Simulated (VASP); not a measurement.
# As (I4_1/amd) in VASP: a series of runs

As is run at these levels: PBE; tasks: single point.

Everything below comes from runs of VASP 6.6.1. Logs are shortened: lines on timing, memory, paths and dates and some standing lists are left out, and cuts for length are marked.

### 1 The cell of the first run

It takes space group I4_1/amd (No. 141, tetragonal). Conventional cell: a = 5.169 Å, b = 5.169 Å, c = 2.735 Å, α = 90.00°, β = 90.00°, γ = 90.00°. As (site symmetry -4m2) has 10 As at 2.67 to 3.30 Å within 3.5 Å.

### 2 Single point, PBE (18.27 Å³/atom)

Contents of POSCAR:

```
As
1.0
   -2.5842778235      2.5842778235      1.3674947306
    2.5842778235     -2.5842778235      1.3674947306
    2.5842778235      2.5842778235     -1.3674947306
As
2
Direct
   -0.3750000000     -0.1250000000     -0.2500000000
    0.3750000000      0.1250000000      0.2500000000
```

Contents of INCAR.step1:

```
PREC     = Accurate       # precision mode
ENCUT    = 520            # plane-wave cutoff, eV
EDIFF    = 1E-6           # SCF threshold, eV
ISMEAR   = -1             # smearing method
SIGMA    = 0.1            # smearing width, eV
LREAL    = F              # projectors in reciprocal space
LASPH    = T              # aspherical terms in the spheres
NELM     = 80             # most SCF steps
ALGO     = Normal         # electronic algorithm
ISIF     = 2              # what is computed and relaxed
LWAVE    = F              # write WAVECAR
LCHARG   = T              # write CHGCAR
GGA      = PE             # functional
NBANDS   = 12             # bands
```

Contents of KPOINTS.step1:

```
regular mesh
0
Gamma
  17 17 17
```

Contents of INCAR.step2:

```
PREC     = Accurate       # precision mode
ENCUT    = 520            # plane-wave cutoff, eV
EDIFF    = 1E-6           # SCF threshold, eV
ISMEAR   = -5             # smearing method
SIGMA    = 0.1            # smearing width, eV
LREAL    = F              # projectors in reciprocal space
LASPH    = T              # aspherical terms in the spheres
NELM     = 80             # most SCF steps
ALGO     = Normal         # electronic algorithm
ISIF     = 2              # what is computed and relaxed
LWAVE    = F              # write WAVECAR
LCHARG   = F              # write CHGCAR
GGA      = PE             # functional
LORBIT   = 10             # projections on sites
NEDOS    = 2001           # points of the DOS
ICHARG   = 11             # starting density
```

Contents of KPOINTS.step2:

```
regular mesh
0
Gamma
  26 26 26
```

Potentials or basis: VASP PAW PBE potentials, release 64 (As).

Run with:

```
> cat potpaw_PBE.64/As/POTCAR > POTCAR
> cp INCAR.step1 INCAR
> cp KPOINTS.step1 KPOINTS
> mpirun -np 1 vasp_std > vasp.out
> cp INCAR.step2 INCAR
> cp KPOINTS.step2 KPOINTS
> mpirun -np 1 vasp_std > vasp.out
```

OUTCAR:

```text
PREC = Accurate
   ENCUT = 520
   EDIFF = 1E-6
   ISMEAR = -5
   LREAL = F
   LASPH = T
   NELM = 80
   ISIF = 2
   GGA = PE
   LORBIT = 10
   ICHARG = 11

 ion  position               nearest neighbor table
   1  0.625  0.875  0.750-   2 2.67   2 2.67   2 2.67   2 2.67
   2  0.375  0.125  0.250-   1 2.67   1 2.67   1 2.67   1 2.67

  LATTYP: Found a body centered tetragonal cell.
 ALAT       =     5.1685556470
 C/A-ratio  =     0.5291593335

  Lattice vectors:

 A1 = (  -2.5842778235,   2.5842778235,   1.3674947306)
 A2 = (   2.5842778235,  -2.5842778235,   1.3674947306)
 A3 = (   2.5842778235,   2.5842778235,  -1.3674947306)

Analysis of symmetry for initial positions (statically):
=====================================================================
 Subroutine PRICEL returns:
 Original cell was already a primitive cell.

 Routine SETGRP: Setting up the symmetry group for a
 body centered tetragonal supercell.

 Subroutine GETGRP returns: Found 16 space group operations
 (whereof  4 operations were pure point group operations)
 out of a pool of 16 trial point group operations.

The static configuration has the point symmetry C_2h.
 The point group associated with its full space group is D_4h.

Analysis of symmetry for dynamics (positions and initial velocities):
=====================================================================
 Subroutine PRICEL returns:
 Original cell was already a primitive cell.

 Routine SETGRP: Setting up the symmetry group for a
 body centered tetragonal supercell.

 Subroutine GETGRP returns: Found 16 space group operations
 (whereof  4 operations were pure point group operations)
 out of a pool of 16 trial point group operations.

The dynamic configuration has the point symmetry C_2h.
 The point group associated with its full space group is D_4h.

 Subroutine INISYM returns: Found 16 space group operations
 (whereof  4 operations are pure point group operations),
 and found     1 'primitive' translations

----------------------------------------------------------------------------------------

                                     Primitive cell

  volume of cell :      36.5312

  direct lattice vectors                    reciprocal lattice vectors
    -2.584277823  2.584277823  1.367494731     0.000000000  0.193477650  0.365632122
     2.584277823 -2.584277823  1.367494731     0.193477650  0.000000000  0.365632122
     2.584277823  2.584277823 -1.367494731     0.193477650  0.193477650  0.000000000

  length of vectors
     3.902182156  3.902182156  3.902182156     0.413667076  0.413667076  0.273618717

  position of ions in fractional coordinates (direct lattice)
     0.625000000  0.875000000  0.750000000
     0.375000000  0.125000000  0.250000000

  ion indices of the primitive-cell ions
   primitive index   ion index
                 1           1
                 2           2

----------------------------------------------------------------------------------------

 KPOINTS: regular mesh

Automatic generation of k-mesh.
 Grid dimensions read from file:
 generate k-points for:   26   26   26

 Generating k-lattice:

  Cartesian coordinates                     Fractional coordinates (reciprocal lattice)
     0.000000000  0.007441448  0.014062774     0.038461538  0.000000000  0.000000000
     0.007441448  0.000000000  0.014062774     0.000000000  0.038461538  0.000000000
     0.007441448  0.007441448  0.000000000     0.000000000  0.000000000  0.038461538

  Length of vectors
     0.015910272  0.015910272  0.010523797

  Shift w.r.t. Gamma in fractional coordinates (k-lattice)
     0.000000000  0.000000000  0.000000000

 TETIRR: Found  43137 inequivalent tetrahedra from   105456

 Subroutine IBZKPT returns following result:
 ===========================================

 Found   1330 irreducible k-points:

 Following reciprocal coordinates:
            Coordinates               Weight
  0.000000  0.000000  0.000000      1.000000
  0.038462  0.000000  0.000000      8.000000
  0.076923  0.000000  0.000000      8.000000
  0.115385  0.000000 -0.000000      8.000000
  0.153846  0.000000  0.000000      8.000000
  0.192308  0.000000  0.000000      8.000000
[... 16 lines left out ...]
  0.346154  0.038462  0.000000     16.000000
  0.384615  0.038462  0.000000     16.000000
 [... further k-points ...]
   k-points           NKPTS =   1330   k-points in BZ     NKDIM =   1330   number of bands    NBANDS=      9
   number of dos      NEDOS =   2001   number of ions     NIONS =      2
   total plane-waves  NPLWV =  27000
   dimension x,y,z NGX =    30 NGY =   30 NGZ =   30
   dimension x,y,z NGXF=    60 NGYF=   60 NGZF=   60
   ions per type =               2
   NGX,Y,Z   is equivalent  to a cutoff of  12.78, 12.78, 12.78 a.u.
   NGXF,Y,Z  is equivalent  to a cutoff of  25.56, 25.56, 25.56 a.u.
 SYSTEM =  unknown system
   PREC   = accura    normal or accurate (medium, high low for compatibility)
   ISTART =      0    job   : 0-new  1-cont  2-samecut
   ICHARG =     11    charge: 1-file 2-atom 10-const
   ISPIN  =      1    spin polarized calculation?
   LNONCOLLINEAR =      F non collinear calculations
   LSORBIT =      F    spin-orbit coupling
   LASPH  =      T    aspherical Exc in radial PAW
   ENCUT  =  520.0 eV  38.22 Ry    6.18 a.u.   7.26  7.26  7.26*2*pi/ulx,y,z
   NELM   =     80;   NELMIN=  2; NELMDL=  0     # of ELM steps
   EDIFF  = 0.1E-05   stopping-criterion for ELM
   LREAL  =      F    real-space projection
   EDIFFG = 0.1E-04   stopping-criterion for IOM
   NSW    =      0    number of steps for IOM
   IBRION =     -1    ionic relax: 0-MD 1-quasi-New 2-CG
   NFREE  =      0    steps in history (QN), initial steepest desc. (CG)
   ISIF   =      2    stress and relaxation
   ISYM   =      2    0-nonsym 1-usesym 2-fastsym
   POTIM  = 0.5000    time-step for ionic-motion
   TEBEG  =    0.0;   TEEND  =   0.0 temperature during run
   PSTRESS=    0.0 pullay stress
   NELECT =      10.0000    total number of electrons
   NUPDOWN=      -1.0000    fix difference up-down
   EMIN   =  10.00;   EMAX   =-10.00  energy-range for DOS
   EFERMI =   0.00;   METHOD = LEGACY
   ISMEAR =    -5;   SIGMA  =   0.10  broadening in eV -4-tet -1-fermi 0-gaus
   EFERMI_NEDOS =   21; number of points for ismear=-14 and -15
   IALGO  =     38    algorithm
   IMIX   =      4    mixing-type and parameters
     AMIX     =   0.40;   BMIX     =  1.00
     AMIX_MAG =   1.60;   BMIX_MAG =  1.00
  volume/ion in A,a.u.               =      18.27       123.26
  Fermi-wavevector in a.u.,A,eV,Ry     =   1.062968  2.008718 15.373233  1.129901
  Thomas-Fermi vector in A             =   2.198437
   LORBIT       =     10    0 simple, 1 ext, 2 COOP (PROOUT), +10 PAW based schemes
   GGA     = PE    functional components
   LHFCALC =     F    Hartree Fock is set to
   AEXX    =    0.0000 exact exchange contribution
   IVDW    =     0    specifies the selected vdW correction
   LEPSILON=     F    determine dielectric tensor
   LRPA    =     F    only Hartree local field effects (RPA)
 non-spin polarized calculation
 Fermi weights with tetrahedron method with Bloechl corrections
  energy-cutoff  :      520.00
  volume of cell :       36.53
 maximum number of plane-waves:      1021
 NGX is ok and might be reduce to    30

 number of electron      10.0000000 magnetization

 Free energy of the ion-electron system (eV)
  ---------------------------------------------------
  ext. energy  EPLUGINS =         0.00000000
  ---------------------------------------------------
  free energy    TOTEN  =        -8.76135299 eV

  energy without entropy =       -8.76135299  energy(sigma->0) =       -8.76135299

 E-fermi :   7.0594     XC(G=0): -10.8523

 val. band max:        7.1302684942   @ k =  -0.4231   0.2692   0.0769
 cond. band min:       6.9956469705   @ k =   0.4615   0.2692   0.1154
 fundamental gap:     -0.1346215237
 Fermi energy:         7.0593893264

 k-point     1 :       0.0000    0.0000    0.0000
  band No.  band energies     occupation
      1      -8.7060      2.00000
      2      -1.0524      2.00000
      3       2.5860      2.00000
      4       2.5860      2.00000
      5       9.2752      0.00000
      6      11.6434      0.00000
      7      11.6434      0.00000
      8      12.6352      0.00000
      9      12.8251      0.00000

 k-point     2 :       0.0385    0.0000    0.0000
  band No.  band energies     occupation
      1      -8.6702      2.00000
      2      -1.0687      2.00000
      3       2.5902      2.00000
      4       2.6681      2.00000
      5       9.3395      0.00000
      6      11.4946      0.00000
      7      11.6491      0.00000
      8      12.3858      0.00000
      9      12.5029      0.00000

 k-point     3 :       0.0769    0.0000    0.0000
  band No.  band energies     occupation
      1      -8.5630      2.00000
      2      -1.1103      2.00000
      3       2.6038      2.00000
      4       2.9058      2.00000
      5       9.5299      0.00000
      6      11.0211      0.00000
      7      11.6604      0.00000
      8      11.7024      0.00000
      9      11.8136      0.00000

 k-point     4 :       0.1154    0.0000   -0.0000
  band No.  band energies     occupation
      1      -8.3848      2.00000
      2      -1.1602      2.00000
      3       2.6308      2.00000
      4       3.2782      2.00000
      5       9.8380      0.00000
      6      10.1574      0.00000
      7      10.6977      0.00000
      8      11.2422      0.00000
      9      11.6592      0.00000
[... 205 lines left out ...]
 k-point    22 :       0.3077    0.0385    0.0000
  band No.  band energies     occupation
      1      -6.0160      2.00000
      2      -0.8610      2.00000
      3       3.2229      2.00000
      4       3.5736      2.00000
      5       4.6000      2.00000
      6       6.8856      1.66758
      7       9.3604      0.00000
      8       9.4820      0.00000
      9      13.4254      0.00000

 k-point    23 :       0.3462    0.0385    0.0000
  band No.  band energies     occupation
      1      -5.4190      2.00000
      2      -0.9089      2.00000
      3       2.4857      2.00000
      4       3.6309      2.00000
      5       3.9390      2.00000
      6       7.3733      0.07569
      7       8.8756      0.00000
      8       9.4458      0.00000
      9      13.3234      0.00000

 k-point    24 :       0.3846    0.0385    0.0000
  band No.  band energies     occupation
      1      -4.8061      2.00000
      2      -1.1216      2.00000
      3       1.9513      2.00000
      4       3.3374      2.00000
      5       3.7763      2.00000
      6       7.6896     -0.06430
      7       8.4891      0.00000
      8       9.5749      0.00000
      9      13.3792      0.00000

 [... further k-points ...]
[... 5 lines left out ...]
  --------------------------------------------------------------------------------------
  -------------------------------------------------------------------------------------
  Total        2.4156171      2.4156171      2.3732419      0.0000000      0.0000000      0.0000000
  in kB      105.9435760    105.9435760    104.0850914      0.0000000      0.0000000      0.0000000
  external PRESSURE =     105.3240811 kB  Pullay stress =       0.0000000 kB

 VOLUME and BASIS-vectors are now :
 -----------------------------------------------------------------------------
  energy-cutoff  :      520.00
  volume of cell :       36.53
      direct lattice vectors                 reciprocal lattice vectors
    -2.584277823  2.584277823  1.367494731     0.000000000  0.193477650  0.365632122
     2.584277823 -2.584277823  1.367494731     0.193477650  0.000000000  0.365632122
     2.584277823  2.584277823 -1.367494731     0.193477650  0.193477650  0.000000000

 POSITION                                       TOTAL-FORCE (eV/Angst)
 -----------------------------------------------------------------------------------
      2.58428      1.29214      1.02562         0.000000      0.000000      0.000000
      0.00000      1.29214      0.34187        -0.000000     -0.000000     -0.000000
 -----------------------------------------------------------------------------------
    total drift:                                0.000000     -0.000000      0.000000

  FREE ENERGIE OF THE ION-ELECTRON SYSTEM (eV)
  ---------------------------------------------------
  free  energy   TOTEN  =        -8.7613529889 eV

  energy  without entropy=       -8.7613529889  energy(sigma->0) =       -8.76135299

 total charge

# of ion       s       p       d       tot
------------------------------------------
    1        1.322   1.315   0.064   2.701
    2        1.322   1.315   0.064   2.701
--------------------------------------------------
tot          2.644   2.630   0.127   5.401
```

Wall time 5.4 min (1 thread of Intel Xeon Platinum 8259CL at 2.50GHz (Skylake/Cascade Lake), shared host); peak memory 0.57 GiB.

Results:

```
Valence electrons inside the program's atomic spheres : As 2.70
```

Levels at points of the mesh, in eV from the Fermi level:
```
           k point  band 1  band 2  band 3  band 4  band 5  band 6  band 7  band 8  band 9
(0.00, 0.00, 0.00)  -15.77   -8.11   -4.47   -4.47    2.22    4.58    4.58    5.58    5.77
(0.50, 0.00, 0.00)  -10.96   -8.87   -5.44   -4.19   -3.30    0.97    1.08    2.68    7.01
(0.50, 0.50, 0.00)  -13.23  -13.23   -1.71   -1.71   -0.80   -0.80    5.32    5.32    9.99
(0.50, 0.50, 0.50)  -12.06  -12.06   -7.56   -7.56    4.28    4.28    7.27    7.27   12.74
```

(Part 1 of 2 ends here.)
